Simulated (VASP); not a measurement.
# GeS (Pnma) in VASP: single point with PBE

Aim: the single point of GeS with PBE.

Program: VASP 6.6.1. These are calculated values, not measurements. Logs are shortened: lines on timing, memory, paths and dates and some standing lists are left out, and cuts for length are marked.

## 1. The cell of the first run

Symmetry: Pnma, No. 62, orthorhombic system. The conventional cell has a = 10.774 Å, b = 3.668 Å, c = 4.451 Å, α = 90.00°, β = 90.00°, γ = 90.00°. Within 3.2 Å of Ge (site symmetry m) lie 3 S at 2.46 Å. Within 3.2 Å of S (site symmetry m) lie 3 Ge at 2.46 Å.

## 2. Single point, PBE

File POSCAR:

```
GeS
1.0
   10.7740382960      0.0000000000      0.0000000000
    0.0000000000      3.6678437518      0.0000000000
    0.0000000000      0.0000000000      4.4512819952
Ge S
4 4
Direct
    0.1257789690      0.2500000000      0.6348514297
    0.8742210310      0.7500000000      0.3651485703
    0.3742210310      0.7500000000      0.1348514297
    0.6257789690      0.2500000000      0.8651485703
    0.8471019409      0.2500000000      0.0028091294
    0.1528980591      0.7500000000      0.9971908706
    0.6528980591      0.7500000000      0.5028091294
    0.3471019409      0.2500000000      0.4971908706
```

File INCAR.step1:

```
SYSTEM = GeS
PREC = Accurate ; ENCUT = 410
EDIFF = 1E-6 ; ISMEAR = 0
SIGMA = 0.02 ; LREAL = .FALSE.
LASPH = .TRUE. ; NELM = 120
ALGO = Normal ; ISIF = 2
LWAVE = .FALSE. ; LCHARG = .TRUE.
GGA = PE ; NBANDS = 50
GGA_COMPAT = .FALSE. ; NEDOS = 2001
LORBIT = 11
```

File KPOINTS.step1:

```
Automatic mesh
0
G
  4 8 6
  0 0 0
```

File INCAR.step2:

```
SYSTEM = GeS
PREC = Accurate ; ENCUT = 410
EDIFF = 1E-6 ; ISMEAR = -5
SIGMA = 0.02 ; LREAL = .FALSE.
LASPH = .TRUE. ; NELM = 120
ALGO = Normal ; ISIF = 2
LWAVE = .FALSE. ; LCHARG = .FALSE.
GGA = PE ; LORBIT = 11
NBANDS = 50 ; NEDOS = 2001
ICHARG = 11 ; GGA_COMPAT = .FALSE.
```

File KPOINTS.step2:

```
Automatic mesh
0
G
  6 12 9
  0 0 0
```

Potentials or basis: VASP PAW PBE potentials, release 64 (Ge_d, S).

Launch:

```bash
> cat potpaw_PBE.64/Ge_d/POTCAR potpaw_PBE.64/S/POTCAR > POTCAR
> cp INCAR.step1 INCAR
> cp KPOINTS.step1 KPOINTS
> mpirun -np 1 vasp_std > vasp.out
> cp INCAR.step2 INCAR
> cp KPOINTS.step2 KPOINTS
> mpirun -np 1 vasp_std > vasp.out
```

OUTCAR:

```text
SYSTEM = GeS
   PREC = Accurate
   ENCUT = 410
   EDIFF = 1E-6
   ISMEAR = -5
   LREAL = .FALSE.
   LASPH = .TRUE.
   NELM = 120
   ISIF = 2
   GGA = PE
   LORBIT = 11
   ICHARG = 11

 ion  position               nearest neighbor table
   1  0.126  0.250  0.635-   6 2.46   6 2.46   8 2.46
   2  0.874  0.750  0.365-   5 2.46   5 2.46   7 2.46
   3  0.374  0.750  0.135-   8 2.46   8 2.46   6 2.46
   4  0.626  0.250  0.865-   7 2.46   7 2.46   5 2.46
   5  0.847  0.250  0.003-   2 2.46   2 2.46   4 2.46
   6  0.153  0.750  0.997-   1 2.46   1 2.46   3 2.46
   7  0.653  0.750  0.503-   4 2.46   4 2.46   2 2.46
   8  0.347  0.250  0.497-   3 2.46   3 2.46   1 2.46

  LATTYP: Found a simple orthorhombic cell.
 ALAT       =     3.6678437518
 B/A-ratio  =     1.2135964061
 C/A-ratio  =     2.9374310971

  Lattice vectors:

 A1 = (   0.0000000000,   3.6678437518,   0.0000000000)
 A2 = (   0.0000000000,   0.0000000000,   4.4512819952)
 A3 = (  10.7740382960,   0.0000000000,   0.0000000000)

Analysis of symmetry for initial positions (statically):
=====================================================================
 Subroutine PRICEL returns:
 Original cell was already a primitive cell.

 Routine SETGRP: Setting up the symmetry group for a
 simple orthorhombic supercell.

 Subroutine GETGRP returns: Found  8 space group operations
 (whereof  2 operations were pure point group operations)
 out of a pool of  8 trial point group operations.

The static configuration has the point symmetry S_2 .
 The point group associated with its full space group is D_2h.

Analysis of symmetry for dynamics (positions and initial velocities):
=====================================================================
 Subroutine PRICEL returns:
 Original cell was already a primitive cell.

 Routine SETGRP: Setting up the symmetry group for a
 simple orthorhombic supercell.

 Subroutine GETGRP returns: Found  8 space group operations
 (whereof  2 operations were pure point group operations)
 out of a pool of  8 trial point group operations.

The dynamic configuration has the point symmetry S_2 .
 The point group associated with its full space group is D_2h.

 Subroutine INISYM returns: Found  8 space group operations
 (whereof  2 operations are pure point group operations),
 and found     1 'primitive' translations

----------------------------------------------------------------------------------------

                                     Primitive cell

  volume of cell :     175.9035

  direct lattice vectors                    reciprocal lattice vectors
    10.774038296  0.000000000  0.000000000     0.092815709  0.000000000  0.000000000
     0.000000000  3.667843752  0.000000000     0.000000000  0.272639749  0.000000000
     0.000000000  0.000000000  4.451281995     0.000000000  0.000000000  0.224654381

  length of vectors
    10.774038296  3.667843752  4.451281995     0.092815709  0.272639749  0.224654381

  position of ions in fractional coordinates (direct lattice)
     0.125778969  0.250000000  0.634851430
     0.874221031  0.750000000  0.365148570
     0.374221031  0.750000000  0.134851430
     0.625778969  0.250000000  0.865148570
     0.847101941  0.250000000  0.002809129
     0.152898059  0.750000000  0.997190871
     0.652898059  0.750000000  0.502809129
     0.347101941  0.250000000  0.497190871

  ion indices of the primitive-cell ions
   primitive index   ion index
                 1           1
                 2           2
                 3           3
                 4           4
                 5           5
                 6           6
                 7           7
                 8           8

----------------------------------------------------------------------------------------

 KPOINTS: Automatic mesh

Automatic generation of k-mesh.
 Grid dimensions read from file:
 generate k-points for:    6   12    9

 Generating k-lattice:

  Cartesian coordinates                     Fractional coordinates (reciprocal lattice)
     0.015469285  0.000000000  0.000000000     0.166666667  0.000000000  0.000000000
     0.000000000  0.022719979  0.000000000     0.000000000  0.083333333  0.000000000
     0.000000000  0.000000000  0.024961598     0.000000000  0.000000000  0.111111111

  Length of vectors
     0.015469285  0.022719979  0.024961598

  Shift w.r.t. Gamma in fractional coordinates (k-lattice)
     0.000000000  0.000000000  0.000000000

 TETIRR: Found   1944 inequivalent tetrahedra from     3888

 Subroutine IBZKPT returns following result:
 ===========================================

 Found    140 irreducible k-points:

 Following reciprocal coordinates:
            Coordinates               Weight
  0.000000  0.000000  0.000000      1.000000
  0.166667  0.000000  0.000000      2.000000
  0.333333  0.000000  0.000000      2.000000
  0.500000  0.000000  0.000000      1.000000
  0.000000  0.083333  0.000000      2.000000
  0.166667  0.083333  0.000000      4.000000
[... 16 lines left out ...]
  0.333333  0.416667  0.000000      4.000000
  0.500000  0.416667  0.000000      2.000000
 [... further k-points ...]
   k-points           NKPTS =    140   k-points in BZ     NKDIM =    140   number of bands    NBANDS=     50
   number of dos      NEDOS =   2001   number of ions     NIONS =      8
   total plane-waves  NPLWV =  51840
   dimension x,y,z NGX =    72 NGY =   24 NGZ =   30
   dimension x,y,z NGXF=   144 NGYF=   48 NGZF=   60
   ions per type =               4   4
   NGX,Y,Z   is equivalent  to a cutoff of  11.11, 10.88, 11.20 a.u.
   NGXF,Y,Z  is equivalent  to a cutoff of  22.22, 21.76, 22.41 a.u.
 SYSTEM =  GeS
   PREC   = accura    normal or accurate (medium, high low for compatibility)
   ISTART =      0    job   : 0-new  1-cont  2-samecut
   ICHARG =     11    charge: 1-file 2-atom 10-const
   ISPIN  =      1    spin polarized calculation?
   LNONCOLLINEAR =      F non collinear calculations
   LSORBIT =      F    spin-orbit coupling
   LASPH  =      T    aspherical Exc in radial PAW
   ENCUT  =  410.0 eV  30.13 Ry    5.49 a.u.  17.79  6.06  7.35*2*pi/ulx,y,z
   NELM   =    120;   NELMIN=  2; NELMDL=  0     # of ELM steps
   EDIFF  = 0.1E-05   stopping-criterion for ELM
   LREAL  =      F    real-space projection
   EDIFFG = 0.1E-04   stopping-criterion for IOM
   NSW    =      0    number of steps for IOM
   IBRION =     -1    ionic relax: 0-MD 1-quasi-New 2-CG
   NFREE  =      0    steps in history (QN), initial steepest desc. (CG)
   ISIF   =      2    stress and relaxation
   ISYM   =      2    0-nonsym 1-usesym 2-fastsym
   POTIM  = 0.5000    time-step for ionic-motion
   TEBEG  =    0.0;   TEEND  =   0.0 temperature during run
   PSTRESS=    0.0 pullay stress
   NELECT =      80.0000    total number of electrons
   NUPDOWN=      -1.0000    fix difference up-down
   EMIN   =  10.00;   EMAX   =-10.00  energy-range for DOS
   EFERMI =   0.00;   METHOD = LEGACY
   ISMEAR =    -5;   SIGMA  =   0.02  broadening in eV -4-tet -1-fermi 0-gaus
   EFERMI_NEDOS =   21; number of points for ismear=-14 and -15
   IALGO  =     38    algorithm
   IMIX   =      4    mixing-type and parameters
     AMIX     =   0.40;   BMIX     =  1.00
     AMIX_MAG =   1.60;   BMIX_MAG =  1.00
  volume/ion in A,a.u.               =      21.99       148.38
  Fermi-wavevector in a.u.,A,eV,Ry     =   1.258964  2.379097 21.565106  1.584991
  Thomas-Fermi vector in A             =   2.392547
   LORBIT       =     11    0 simple, 1 ext, 2 COOP (PROOUT), +10 PAW based schemes
   GGA     = PE    functional components
   LHFCALC =     F    Hartree Fock is set to
   AEXX    =    0.0000 exact exchange contribution
   IVDW    =     0    specifies the selected vdW correction
   LEPSILON=     F    determine dielectric tensor
   LRPA    =     F    only Hartree local field effects (RPA)
 non-spin polarized calculation
 Fermi weights with tetrahedron method with Bloechl corrections
  energy-cutoff  :      410.00
  volume of cell :      175.90
 maximum number of plane-waves:      3348
 NGX is ok and might be reduce to    72

 number of electron      80.0000044 magnetization

 Free energy of the ion-electron system (eV)
  ---------------------------------------------------
  ext. energy  EPLUGINS =         0.00000000
  ---------------------------------------------------
  free energy    TOTEN  =       -36.64701760 eV

  energy without entropy =      -36.64701760  energy(sigma->0) =      -36.64701760

 E-fermi :   4.2932     XC(G=0):  -9.7578

 val. band max:        4.2924923724   @ k =   0.0000   0.0000   0.0000
 cond. band min:       5.5292730220   @ k =   0.0000   0.0000   0.0000
 fundamental gap:      1.2367806496
 Fermi energy:         4.2932247507

 k-point     1 :       0.0000    0.0000    0.0000
  band No.  band energies     occupation
      1     -20.0902      2.00000
      2     -20.0883      2.00000
      3     -20.0835      2.00000
      4     -20.0823      2.00000
      5     -20.0815      2.00000
      6     -20.0808      2.00000
[... 42 lines left out ...]
     49       9.7717      0.00000
     50      10.2162      0.00000

 k-point     2 :       0.1667    0.0000    0.0000
  band No.  band energies     occupation
      1     -20.0901      2.00000
      2     -20.0884      2.00000
      3     -20.0834      2.00000
      4     -20.0823      2.00000
      5     -20.0815      2.00000
      6     -20.0809      2.00000
[... 42 lines left out ...]
     49       9.8621      0.00000
     50      10.0849      0.00000

 k-point     3 :       0.3333    0.0000    0.0000
  band No.  band energies     occupation
      1     -20.0898      2.00000
      2     -20.0888      2.00000
      3     -20.0832      2.00000
      4     -20.0825      2.00000
      5     -20.0814      2.00000
      6     -20.0810      2.00000
[... 42 lines left out ...]
     49       9.7618      0.00000
     50       9.8870      0.00000

 k-point     4 :       0.5000    0.0000    0.0000
  band No.  band energies     occupation
      1     -20.0893      2.00000
      2     -20.0893      2.00000
      3     -20.0829      2.00000
      4     -20.0829      2.00000
      5     -20.0812      2.00000
      6     -20.0812      2.00000
[... 999 lines left out ...]
 k-point    23 :       0.3333    0.4167    0.0000
  band No.  band energies     occupation
      1     -20.0879      2.00000
      2     -20.0876      2.00000
      3     -20.0874      2.00000
      4     -20.0873      2.00000
      5     -20.0754      2.00000
      6     -20.0751      2.00000
[... 42 lines left out ...]
     49       7.9796      0.00000
     50       8.4587      0.00000

 k-point    24 :       0.5000    0.4167    0.0000
  band No.  band energies     occupation
      1     -20.0877      2.00000
      2     -20.0877      2.00000
      3     -20.0873      2.00000
      4     -20.0873      2.00000
      5     -20.0753      2.00000
      6     -20.0753      2.00000
[... 42 lines left out ...]
     49       8.1032      0.00000
     50       8.1090      0.00000

 [... further k-points ...]

------------------------ aborting loop because EDIFF is reached ----------------------------------------

  FORCE on cell =-STRESS in cart. coord.  units (eV):
  Direction    XX          YY          ZZ          XY          YZ          ZX
  --------------------------------------------------------------------------------------
  -------------------------------------------------------------------------------------
  Total       -0.3174861     -0.3636981     -0.2583190      0.0000000      0.0000000      0.0000000
  in kB       -2.8917504     -3.3126619     -2.3528402      0.0000000      0.0000000      0.0000000
  external PRESSURE =      -2.8524175 kB  Pullay stress =       0.0000000 kB

 VOLUME and BASIS-vectors are now :
 -----------------------------------------------------------------------------
  energy-cutoff  :      410.00
  volume of cell :      175.90
      direct lattice vectors                 reciprocal lattice vectors
    10.774038296  0.000000000  0.000000000     0.092815709  0.000000000  0.000000000
     0.000000000  3.667843752  0.000000000     0.000000000  0.272639749  0.000000000
     0.000000000  0.000000000  4.451281995     0.000000000  0.000000000  0.224654381

 POSITION                                       TOTAL-FORCE (eV/Angst)
 -----------------------------------------------------------------------------------
      1.35515      0.91696      2.82590         0.000985      0.000000     -0.005674
      9.41889      2.75088      1.62538        -0.000985     -0.000000      0.005674
      4.03187      2.75088      0.60026        -0.000985      0.000000     -0.005674
      6.74217      0.91696      3.85102         0.000985      0.000000      0.005674
      9.12671      0.91696      0.01250         0.001763      0.000000     -0.003702
      1.64733      2.75088      4.43878        -0.001763      0.000000      0.003702
      7.03435      2.75088      2.23815        -0.001763      0.000000     -0.003702
      3.73969      0.91696      2.21314         0.001763     -0.000000      0.003702
 -----------------------------------------------------------------------------------
    total drift:                                0.000000      0.000000     -0.000000

  FREE ENERGIE OF THE ION-ELECTRON SYSTEM (eV)
  ---------------------------------------------------
  free  energy   TOTEN  =       -36.6470176033 eV

  energy  without entropy=      -36.6470176033  energy(sigma->0) =      -36.64701760

 total charge

# of ion       s       p       d       tot
------------------------------------------
    1        1.311   0.791  10.033  12.134
    2        1.311   0.791  10.033  12.134
    3        1.311   0.791  10.033  12.134
    4        1.311   0.791  10.033  12.134
    5        1.354   2.335   0.000   3.688
    6        1.354   2.335   0.000   3.688
    7        1.354   2.335   0.000   3.688
    8        1.354   2.335   0.000   3.688
--------------------------------------------------
tot         10.657  12.503  40.131  63.291
```

It took 17 min on 1 thread of Oxide Virtual Turin-like, shared host; peak memory 0.61 GiB.

Results:

```yaml
Valence_electrons_inside_the_program's_atomic_spheres: Ge 12.13; S 3.69
```
